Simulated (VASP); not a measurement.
**In15GaO24: single point with LDA**

In15GaO24:

```
Ga In O
1.0
    -4.99002    5.00328    5.00328
     5.00328   -4.99002    5.00328
     5.00328    5.00328   -4.99002
Ga In O
1 15 24
Direct
  0.50000 0.50000 0.50000
  0.50000 0.00000 0.00000
  0.00000 0.50000 0.00000
  0.00000 0.00000 0.50000
  0.25612 0.71597 0.46629
  0.74769 0.78137 0.02945
  0.46629 0.25612 0.71597
  0.02945 0.74769 0.78137
  0.71597 0.46629 0.25612
  0.78137 0.02945 0.74769
  0.74388 0.28403 0.53371
  0.25231 0.21863 0.97055
  0.53371 0.74388 0.28403
  0.97055 0.25231 0.21863
  0.28403 0.53371 0.74388
  0.21863 0.97055 0.25231
  0.54110 0.75808 0.54659
  0.72817 0.99451 0.95712
  0.96639 0.50973 0.24049
  0.77152 0.72491 0.26299
  0.54659 0.54110 0.75808
  0.95712 0.72817 0.99451
  0.24049 0.96639 0.50973
  0.26299 0.77152 0.72491
  0.75808 0.54659 0.54110
  0.99451 0.95712 0.72817
  0.50973 0.24049 0.96639
  0.72491 0.26299 0.77152
  0.45890 0.24192 0.45341
  0.27183 0.00549 0.04288
  0.03361 0.49027 0.75951
  0.22848 0.27509 0.73701
  0.45341 0.45890 0.24192
  0.04288 0.27183 0.00549
  0.75951 0.03361 0.49027
  0.73701 0.22848 0.27509
  0.24192 0.45341 0.45890
  0.00549 0.04288 0.27183
  0.49027 0.75951 0.03361
  0.27509 0.73701 0.22848
```

| Property | Result |
| --- | --- |
| Program | VASP 6.6.1 |
| Task | single point |
| Functional | LDA |
| Potentials or basis | VASP PAW LDA potentials, release 64 (Ga_d, In_d, O) |
| Cutoff | 520 eV |
| k mesh | 2 × 2 × 2 |
| Occupations | gaussian, width 0.01 eV |
| Spin | no spin polarisation |

* Pressure: 0.8 GPa
* Largest force: 0.027 eV/Å
* Band gap on the k mesh: 1.23 eV

Forces on the atoms (eV/Å):
```
Ga   0.000  0.000  0.000
In   0.000  0.000  0.000
In   0.000  0.000  0.000
In   0.000  0.000  0.000
In  -0.002 -0.006  0.000
In   0.003 -0.024  0.001
In   0.000 -0.002 -0.006
In   0.001  0.003 -0.024
In  -0.006  0.000 -0.002
In  -0.024  0.001  0.003
In   0.002  0.006  0.000
In  -0.003  0.024 -0.001
In   0.000  0.002  0.006
In  -0.001 -0.003  0.024
In   0.006  0.000  0.002
In   0.024 -0.001 -0.003
O    0.025 -0.003  0.009
O   -0.009 -0.005 -0.004
O    0.016 -0.007  0.004
O   -0.010  0.006  0.010
O    0.009  0.025 -0.003
O   -0.004 -0.009 -0.005
O    0.004  0.016 -0.007
O    0.010 -0.010  0.006
O   -0.003  0.009  0.025
O   -0.005 -0.004 -0.009
O   -0.007  0.004  0.016
O    0.006  0.010 -0.010
O   -0.025  0.003 -0.009
O    0.009  0.005  0.004
O   -0.016  0.007 -0.004
O    0.010 -0.006 -0.010
O   -0.009 -0.025  0.003
O    0.004  0.009  0.005
O   -0.004 -0.016  0.007
O   -0.010  0.010 -0.006
O    0.003 -0.009 -0.025
O    0.005  0.004  0.009
O    0.007 -0.004 -0.016
O   -0.006 -0.010  0.010
```

Levels at points of the mesh, in eV from the valence-band top:
```csv
k point,band 173,band 174,band 175,band 176,band 177,band 178,band 179,band 180
"(0.00, 0.00, 0.00)",-0.20,-0.02,0.00,0.00,1.23,5.47,5.47,5.55
"(0.50, 0.00, 0.00)",-0.16,-0.14,-0.03,-0.02,3.29,3.32,4.98,5.06
"(0.50, 0.50, 0.00)",-0.16,-0.13,-0.06,-0.04,3.29,3.33,4.99,5.02
"(0.50, 0.50, 0.50)",-0.25,-0.19,-0.19,-0.12,4.13,4.13,4.17,4.17
```

It took 19 min on 1 thread of AMD EPYC 7R43 64-Core Processor (Zen 3) (shared host), peak memory 0.53 GiB.

Caveat: the k points lie up to 0.44 Å⁻¹ apart; spin-orbit coupling is left out, which moves the levels of the heavy elements. A hybrid or GW would open this gap; LDA tends to underestimate it.
